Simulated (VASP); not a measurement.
# Hg (P6_3/mmc) in VASP: notebook, part 2 of 2

VASP 6.6.1. The steps go on from the part before.

**4. Single point, r2SCAN (volume scaled by 0.92)**

The input, POSCAR:

```
Hg
1.0
    3.3287876867      0.0000000000      0.0000000000
   -1.6643938433      2.8828147005      0.0000000000
    0.0000000000      0.0000000000      5.3225553661
Hg
2
Direct
    0.3333333333      0.6666666667      0.2500000000
    0.6666666667      0.3333333333      0.7500000000
```

The input, INCAR.step1:

```
SYSTEM = Hg
ALGO = Normal
EDIFF = 1E-4
ENCUT = 520
GGA = PE
ISMEAR = -1
LASPH = .True.
LCHARG = .False.
LREAL = .False.
LWAVE = .True.
NBANDS = 19
NELM = 100
PREC = Accurate
SIGMA = 0.1
```

The input, INCAR.step2:

```
SYSTEM = Hg
ALGO = Normal
EDIFF = 1E-6
ENCUT = 520
ISIF = 2
ISMEAR = -1
ISTART = 1
LASPH = .True.
LCHARG = .True.
LELF = .True.
LMIXTAU = .True.
LREAL = .False.
LVHAR = .True.
LWAVE = .False.
METAGGA = R2SCAN
NBANDS = 19
NELM = 100
PREC = Accurate
SIGMA = 0.1
```

The input, KPOINTS:

```
k-points
0
Gamma
  12 12 7
  0 0 0
```

Potentials or basis: VASP PAW PBE potentials, release 64 (Hg).

Command:

```
> cat potpaw_PBE.64/Hg/POTCAR > POTCAR
> cp INCAR.step1 INCAR
> mpirun -np 1 vasp_std > vasp.out
> cp INCAR.step2 INCAR
> mpirun -np 1 vasp_std > vasp.out
```

OUTCAR:

```text
SYSTEM = Hg
   EDIFF = 1E-6
   ENCUT = 520
   ISIF = 2
   ISMEAR = -1
   ISTART = 1
   LASPH = .True.
   LREAL = .False.
   METAGGA = R2SCAN
   NELM = 100
   PREC = Accurate

 ion  position               nearest neighbor table
   1  0.333  0.667  0.250-   2 3.28   2 3.28   2 3.28   2 3.28   2 3.28   2 3.28
   2  0.667  0.333  0.750-   1 3.28   1 3.28   1 3.28   1 3.28   1 3.28   1 3.28

  LATTYP: Found a hexagonal cell.
 ALAT       =     3.3287876867
 C/A-ratio  =     1.5989470844

  Lattice vectors:

 A1 = (   3.3287876867,   0.0000000000,   0.0000000000)
 A2 = (  -1.6643938433,   2.8828147005,   0.0000000000)
 A3 = (   0.0000000000,   0.0000000000,   5.3225553661)

Analysis of symmetry for initial positions (statically):
=====================================================================
 Subroutine PRICEL returns:
 Original cell was already a primitive cell.

 Routine SETGRP: Setting up the symmetry group for a
 hexagonal supercell.

 Subroutine GETGRP returns: Found 24 space group operations
 (whereof 12 operations were pure point group operations)
 out of a pool of 24 trial point group operations.

The static configuration has the point symmetry D_3d.
 The point group associated with its full space group is D_6h.

Analysis of symmetry for dynamics (positions and initial velocities):
=====================================================================
 Subroutine PRICEL returns:
 Original cell was already a primitive cell.

 Routine SETGRP: Setting up the symmetry group for a
 hexagonal supercell.

 Subroutine GETGRP returns: Found 24 space group operations
 (whereof 12 operations were pure point group operations)
 out of a pool of 24 trial point group operations.

The dynamic configuration has the point symmetry D_3d.
 The point group associated with its full space group is D_6h.

 Subroutine INISYM returns: Found 24 space group operations
 (whereof 12 operations are pure point group operations),
 and found     1 'primitive' translations

----------------------------------------------------------------------------------------

                                     Primitive cell

  volume of cell :      51.0767

  direct lattice vectors                    reciprocal lattice vectors
     3.328787687  0.000000000  0.000000000     0.300409667  0.173441602  0.000000000
    -1.664393843  2.882814700  0.000000000     0.000000000  0.346883204  0.000000000
     0.000000000  0.000000000  5.322555366     0.000000000  0.000000000  0.187879680

  length of vectors
     3.328787687  3.328787687  5.322555366     0.346883204  0.346883204  0.187879680

  position of ions in fractional coordinates (direct lattice)
     0.333333333  0.666666667  0.250000000
     0.666666667  0.333333333  0.750000000

  ion indices of the primitive-cell ions
   primitive index   ion index
                 1           1
                 2           2

----------------------------------------------------------------------------------------

 KPOINTS: k-points

Automatic generation of k-mesh.
 Grid dimensions read from file:
 generate k-points for:   12   12    7

 Generating k-lattice:

  Cartesian coordinates                     Fractional coordinates (reciprocal lattice)
     0.025034139  0.014453467  0.000000000     0.083333333  0.000000000  0.000000000
     0.000000000  0.028906934  0.000000000     0.000000000  0.083333333  0.000000000
     0.000000000  0.000000000  0.026839954     0.000000000  0.000000000  0.142857143

  Length of vectors
     0.028906934  0.028906934  0.026839954

  Shift w.r.t. Gamma in fractional coordinates (k-lattice)
     0.000000000  0.000000000  0.000000000

 Subroutine IBZKPT returns following result:
 ===========================================

 Found     76 irreducible k-points:

 Following reciprocal coordinates:
            Coordinates               Weight
  0.000000  0.000000  0.000000      1.000000
  0.083333  0.000000  0.000000      6.000000
  0.166667  0.000000  0.000000      6.000000
  0.250000 -0.000000  0.000000      6.000000
  0.333333  0.000000  0.000000      6.000000
  0.416667  0.000000  0.000000      6.000000
[... 16 lines left out ...]
  0.250000 -0.000000  0.142857     12.000000
  0.333333  0.000000  0.142857     12.000000
 [... further k-points ...]
   k-points           NKPTS =     76   k-points in BZ     NKDIM =     76   number of bands    NBANDS=     19
   number of dos      NEDOS =    301   number of ions     NIONS =      2
   total plane-waves  NPLWV =  31360
   dimension x,y,z NGX =    28 NGY =   28 NGZ =   40
   dimension x,y,z NGXF=    56 NGYF=   56 NGZF=   80
   ions per type =               2
   NGX,Y,Z   is equivalent  to a cutoff of  13.98, 13.98, 12.49 a.u.
   NGXF,Y,Z  is equivalent  to a cutoff of  27.97, 27.97, 24.99 a.u.
 SYSTEM =  Hg
   PREC   = accura    normal or accurate (medium, high low for compatibility)
   ISTART =      1    job   : 0-new  1-cont  2-samecut
   ICHARG =      0    charge: 1-file 2-atom 10-const
   ISPIN  =      1    spin polarized calculation?
   LNONCOLLINEAR =      F non collinear calculations
   LSORBIT =      F    spin-orbit coupling
   LASPH  =      T    aspherical Exc in radial PAW
   ENCUT  =  520.0 eV  38.22 Ry    6.18 a.u.   6.19  6.19  9.90*2*pi/ulx,y,z
   NELM   =    100;   NELMIN=  2; NELMDL=  0     # of ELM steps
   EDIFF  = 0.1E-05   stopping-criterion for ELM
   LREAL  =      F    real-space projection
   EDIFFG = 0.1E-04   stopping-criterion for IOM
   NSW    =      0    number of steps for IOM
   IBRION =     -1    ionic relax: 0-MD 1-quasi-New 2-CG
   NFREE  =      0    steps in history (QN), initial steepest desc. (CG)
   ISIF   =      2    stress and relaxation
   ISYM   =      2    0-nonsym 1-usesym 2-fastsym
   POTIM  = 0.5000    time-step for ionic-motion
   TEBEG  =    0.0;   TEEND  =   0.0 temperature during run
   PSTRESS=    0.0 pullay stress
   NELECT =      24.0000    total number of electrons
   NUPDOWN=      -1.0000    fix difference up-down
   EMIN   =  10.00;   EMAX   =-10.00  energy-range for DOS
   EFERMI =   0.00;   METHOD = LEGACY
   ISMEAR =    -1;   SIGMA  =   0.10  broadening in eV -4-tet -1-fermi 0-gaus
   EFERMI_NEDOS =   21; number of points for ismear=-14 and -15
   IALGO  =     38    algorithm
   IMIX   =      4    mixing-type and parameters
     AMIX     =   0.40;   BMIX     =  1.00
     AMIX_MAG =   1.60;   BMIX_MAG =  1.00
  volume/ion in A,a.u.               =      25.54       172.34
  Fermi-wavevector in a.u.,A,eV,Ry     =   1.272734  2.405118 22.039415  1.619851
  Thomas-Fermi vector in A             =   2.405596
   LORBIT       =      0    0 simple, 1 ext, 2 COOP (PROOUT), +10 PAW based schemes
   METAGGA = R2SCAN    functional components
   LHFCALC =     F    Hartree Fock is set to
   AEXX    =    0.0000 exact exchange contribution
   IVDW    =     0    specifies the selected vdW correction
   LEPSILON=     F    determine dielectric tensor
   LRPA    =     F    only Hartree local field effects (RPA)
 non-spin polarized calculation
  energy-cutoff  :      520.00
  volume of cell :       51.08
 maximum number of plane-waves:      1394
 NGX is ok and might be reduce to    28
   NGX = 13   NGY = 13   NGZ = 19

 number of electron      24.0000005 magnetization

 Free energy of the ion-electron system (eV)
  ---------------------------------------------------
  ext. energy  EPLUGINS =         0.00000000
  ---------------------------------------------------
  free energy    TOTEN  =       -98.69773929 eV

  energy without entropy =      -98.68553155  energy(sigma->0) =      -98.69163542

 E-fermi :   1.7965     XC(G=0): -10.9826

 val. band max:        1.7545483107   @ k =   0.0833   0.0833   0.0000
 cond. band min:       1.8197530107   @ k =   0.2500   0.2500   0.0000
 fundamental gap:      0.0652047000
 Fermi energy:         1.7964653122

 k-point     1 :       0.0000    0.0000    0.0000
  band No.  band energies     occupation
      1      -6.5759      2.00000
      2      -5.8636      2.00000
      3      -5.0498      2.00000
      4      -5.0301      2.00000
      5      -5.0301      2.00000
      6      -4.9074      2.00000
[... 11 lines left out ...]
     18      16.4692      0.00000
     19      16.8224      0.00000

 k-point     2 :       0.0833    0.0000    0.0000
  band No.  band energies     occupation
      1      -6.4294      2.00000
      2      -5.7949      2.00000
      3      -5.1222      2.00000
      4      -4.9733      2.00000
      5      -4.9511      2.00000
      6      -4.9156      2.00000
[... 476 lines left out ...]
 k-point    24 :       0.3333    0.0000    0.1429
  band No.  band energies     occupation
      1      -5.6988      2.00000
      2      -5.6469      2.00000
      3      -5.2644      2.00000
      4      -5.0188      2.00000
      5      -4.9552      2.00000
      6      -4.8204      2.00000
[... 11 lines left out ...]
     18      14.4855      0.00000
     19      14.6863      0.00000

 [... further k-points ...]
[... 5 lines left out ...]
  --------------------------------------------------------------------------------------
  -------------------------------------------------------------------------------------
  Total        0.5993397      0.5993397      0.6117107      0.0000000     -0.0000000      0.0000000
  in kB       18.8001203     18.8001203     19.1881729      0.0000000     -0.0000000      0.0000000
  external PRESSURE =      18.9294712 kB  Pullay stress =       0.0000000 kB

 VOLUME and BASIS-vectors are now :
 -----------------------------------------------------------------------------
  energy-cutoff  :      520.00
  volume of cell :       51.08
      direct lattice vectors                 reciprocal lattice vectors
     3.328787687  0.000000000  0.000000000     0.300409667  0.173441602  0.000000000
    -1.664393843  2.882814700  0.000000000     0.000000000  0.346883204  0.000000000
     0.000000000  0.000000000  5.322555366     0.000000000  0.000000000  0.187879680

 POSITION                                       TOTAL-FORCE (eV/Angst)
 -----------------------------------------------------------------------------------
     -0.00000      1.92188      1.33064         0.000000     -0.000000      0.000000
      1.66439      0.96094      3.99192        -0.000000      0.000000      0.000000
 -----------------------------------------------------------------------------------
    total drift:                               -0.000000      0.000000     -0.000000

  FREE ENERGIE OF THE ION-ELECTRON SYSTEM (eV)
  ---------------------------------------------------
  free  energy   TOTEN  =       -98.6977392868 eV

  energy  without entropy=      -98.6855315473  energy(sigma->0) =      -98.69163542
```

It took 4.3 min on 1 thread of Intel Xeon Platinum 8488C (Sapphire Rapids), shared host; peak memory 0.21 GiB.

What came out:

* Free energy: -98.6977 eV
* Pressure: 1.9 GPa
* Band gap on the k mesh: zero (band 12 reaches 1.82 eV, above the bottom of band 13 at 1.01 eV)

Caveat: the PAW data sets were made with another functional, which shifts forces and pressure a little; spin-orbit coupling is left out, which moves the levels of the heavy elements.

**5. Single point, r2SCAN (volume scaled by 0.96)**

The input, POSCAR:

```
Hg
1.0
    3.3763482222      0.0000000000      0.0000000000
   -1.6881741111      2.9240033324      0.0000000000
    0.0000000000      0.0000000000      5.3986021457
Hg
2
Direct
    0.3333333333      0.6666666667      0.2500000000
    0.6666666667      0.3333333333      0.7500000000
```

The input, INCAR.step1:

```
  ALGO = Normal
  EDIFF = 1E-4
  ENCUT = 520
  GGA = PE
  ISMEAR = -1
  LASPH = T
  LCHARG = F
  LREAL = F
  LWAVE = T
  NBANDS = 19
  NELM = 100
  PREC = Accurate
  SIGMA = 0.1
```

The input, INCAR.step2:

```
  ALGO = Normal
  EDIFF = 1E-6
  ENCUT = 520
  ISIF = 2
  ISMEAR = -1
  ISTART = 1
  LASPH = T
  LCHARG = F
  LMIXTAU = T
  LREAL = F
  LWAVE = F
  METAGGA = R2SCAN
  NBANDS = 19
  NELM = 100
  PREC = Accurate
  SIGMA = 0.1
```

The input, KPOINTS:

```
k-points
0
Gamma
  12 12 7
```

Potentials or basis: VASP PAW PBE potentials, release 64 (Hg).

Command:

```
> cat potpaw_PBE.64/Hg/POTCAR > POTCAR
> cp INCAR.step1 INCAR
> mpirun -np 1 vasp_std > vasp.out
> cp INCAR.step2 INCAR
> mpirun -np 1 vasp_std > vasp.out
```

OUTCAR:

```text
EDIFF = 1E-6
   ENCUT = 520
   ISIF = 2
   ISMEAR = -1
   ISTART = 1
   LASPH = T
   LREAL = F
   METAGGA = R2SCAN
   NELM = 100
   PREC = Accurate

 ion  position               nearest neighbor table
   1  0.333  0.667  0.250-   2 3.33   2 3.33   2 3.33   2 3.33   2 3.33   2 3.33
   2  0.667  0.333  0.750-   1 3.33   1 3.33   1 3.33   1 3.33   1 3.33   1 3.33

  LATTYP: Found a hexagonal cell.
 ALAT       =     3.3763482222
 C/A-ratio  =     1.5989470844

  Lattice vectors:

 A1 = (   3.3763482222,   0.0000000000,   0.0000000000)
 A2 = (  -1.6881741111,   2.9240033324,   0.0000000000)
 A3 = (   0.0000000000,   0.0000000000,   5.3986021457)

Analysis of symmetry for initial positions (statically):
=====================================================================
 Subroutine PRICEL returns:
 Original cell was already a primitive cell.

 Routine SETGRP: Setting up the symmetry group for a
 hexagonal supercell.

 Subroutine GETGRP returns: Found 24 space group operations
 (whereof 12 operations were pure point group operations)
 out of a pool of 24 trial point group operations.

The static configuration has the point symmetry D_3d.
 The point group associated with its full space group is D_6h.

Analysis of symmetry for dynamics (positions and initial velocities):
=====================================================================
 Subroutine PRICEL returns:
 Original cell was already a primitive cell.

 Routine SETGRP: Setting up the symmetry group for a
 hexagonal supercell.

 Subroutine GETGRP returns: Found 24 space group operations
 (whereof 12 operations were pure point group operations)
 out of a pool of 24 trial point group operations.

The dynamic configuration has the point symmetry D_3d.
 The point group associated with its full space group is D_6h.

 Subroutine INISYM returns: Found 24 space group operations
 (whereof 12 operations are pure point group operations),
 and found     1 'primitive' translations

[... 103 lines left out ...]
   TEBEG  =    0.0;   TEEND  =   0.0 temperature during run
   PSTRESS=    0.0 pullay stress
   NELECT =      24.0000    total number of electrons
   NUPDOWN=      -1.0000    fix difference up-down
   EMIN   =  10.00;   EMAX   =-10.00  energy-range for DOS
   EFERMI =   0.00;   METHOD = LEGACY
   ISMEAR =    -1;   SIGMA  =   0.10  broadening in eV -4-tet -1-fermi 0-gaus
   EFERMI_NEDOS =   21; number of points for ismear=-14 and -15
   IALGO  =     38    algorithm
   IMIX   =      4    mixing-type and parameters
     AMIX     =   0.40;   BMIX     =  1.00
     AMIX_MAG =   1.60;   BMIX_MAG =  1.00
  volume/ion in A,a.u.               =      26.65       179.83
  Fermi-wavevector in a.u.,A,eV,Ry     =   1.254806  2.371239 21.422877  1.574537
  Thomas-Fermi vector in A             =   2.388593
   LORBIT       =      0    0 simple, 1 ext, 2 COOP (PROOUT), +10 PAW based schemes
   METAGGA = R2SCAN    functional components
   LHFCALC =     F    Hartree Fock is set to
   AEXX    =    0.0000 exact exchange contribution
   IVDW    =     0    specifies the selected vdW correction
   LEPSILON=     F    determine dielectric tensor
   LRPA    =     F    only Hartree local field effects (RPA)
 non-spin polarized calculation
  energy-cutoff  :      520.00
  volume of cell :       53.30
 maximum number of plane-waves:      1466
 NGX is ok and might be reduce to    28
   NGX = 13   NGY = 13   NGZ = 21

 number of electron      24.0000000 magnetization

 Free energy of the ion-electron system (eV)
  ---------------------------------------------------
  ext. energy  EPLUGINS =         0.00000000
  ---------------------------------------------------
  free energy    TOTEN  =       -98.71820349 eV

  energy without entropy =      -98.70861486  energy(sigma->0) =      -98.71340918

 E-fermi :   1.4318     XC(G=0): -10.7299

 val. band max:        1.3976255662   @ k =   0.2500   0.2500   0.0000
 cond. band min:       1.5710447044   @ k =   0.0833   0.0833   0.0000
 fundamental gap:      0.1734191382
 Fermi energy:         1.4318024350

 k-point     1 :       0.0000    0.0000    0.0000
  band No.  band energies     occupation
      1      -6.5552      2.00000
      2      -5.9620      2.00000
      3      -5.2343      2.00000
      4      -5.2146      2.00000
      5      -5.2146      2.00000
      6      -5.1035      2.00000
[... 505 lines left out ...]
      6      -5.0158      2.00000
[... 11 lines left out ...]
     18      13.9025      0.00000
     19      14.0003      0.00000

 [... further k-points ...]
[... 5 lines left out ...]
  --------------------------------------------------------------------------------------
  -------------------------------------------------------------------------------------
  Total        0.3109276      0.3109276      0.2870864      0.0000000     -0.0000000      0.0000000
  in kB        9.3468117      9.3468117      8.6301196      0.0000000     -0.0000000      0.0000000
  external PRESSURE =       9.1079143 kB  Pullay stress =       0.0000000 kB

 VOLUME and BASIS-vectors are now :
 -----------------------------------------------------------------------------
  energy-cutoff  :      520.00
  volume of cell :       53.30
      direct lattice vectors                 reciprocal lattice vectors
     3.376348222  0.000000000  0.000000000     0.296177981  0.170998437  0.000000000
    -1.688174111  2.924003332  0.000000000     0.000000000  0.341996874  0.000000000
     0.000000000  0.000000000  5.398602146     0.000000000  0.000000000  0.185233135

 POSITION                                       TOTAL-FORCE (eV/Angst)
 -----------------------------------------------------------------------------------
     -0.00000      1.94934      1.34965         0.000000     -0.000000     -0.000000
      1.68817      0.97467      4.04895        -0.000000      0.000000      0.000000
 -----------------------------------------------------------------------------------
    total drift:                               -0.000000      0.000000     -0.000000

  FREE ENERGIE OF THE ION-ELECTRON SYSTEM (eV)
  ---------------------------------------------------
  free  energy   TOTEN  =       -98.7182034944 eV

  energy  without entropy=      -98.7086148596  energy(sigma->0) =      -98.71340918
```

It took 4.9 min on 1 thread of Intel Xeon Platinum 8488C (Sapphire Rapids), shared host; peak memory 0.22 GiB.

Results:

```
Free energy            : -98.7182 eV
Pressure               : 0.9 GPa
Band gap on the k mesh : zero (band 12 reaches 1.40 eV, above the bottom of band 13 at 0.88 eV)
```

Levels at points of the mesh, in eV from the Fermi level:
```csv
k point,band 9,band 10,band 11,band 12,band 13,band 14,band 15,band 16
"(0.00, 0.00, 0.00)",-6.42,-5.84,-5.84,-1.43,-0.56,11.98,11.98,13.56
"(0.50, 0.00, 0.00)",-5.73,-5.73,-2.37,-1.80,2.75,3.49,4.44,7.05
```

Caveat: the PAW data sets were made with another functional, which shifts forces and pressure a little; spin-orbit coupling is left out, which moves the levels of the heavy elements.

**6. The runs side by side**

| cell | k mesh | gap on the mesh (eV) | pressure (GPa) |
| --- | --- | --- | --- |
| a = 3.423, b = 3.423, c = 5.473 Å, angles 90.0, 90.0, 120.0°, 2 atoms | 11 × 11 × 6 | none | 0.2 |
| a = 3.280, b = 3.280, c = 5.244 Å, angles 90.0, 90.0, 120.0°, 2 atoms | 12 × 12 × 7 | none | 3.2 |
| a = 3.329, b = 3.329, c = 5.323 Å, angles 90.0, 90.0, 120.0°, 2 atoms | 12 × 12 × 7 | none | 1.9 |
| a = 3.376, b = 3.376, c = 5.399 Å, angles 90.0, 90.0, 120.0°, 2 atoms | 12 × 12 × 7 | none | 0.9 |

Alike in all rows: task single point; level r2SCAN; potentials or basis VASP PAW PBE potentials, release 64 (Hg); no spin polarisation; cutoff (eV) 520; smearing fermi-dirac 0.1 eV.

Caveats: the PAW data sets were made with another functional, which shifts forces and pressure a little; spin-orbit coupling is left out, which moves the levels of the heavy elements.

Total energies depend on the potentials used, so only differences within one code and one set of settings carry meaning.
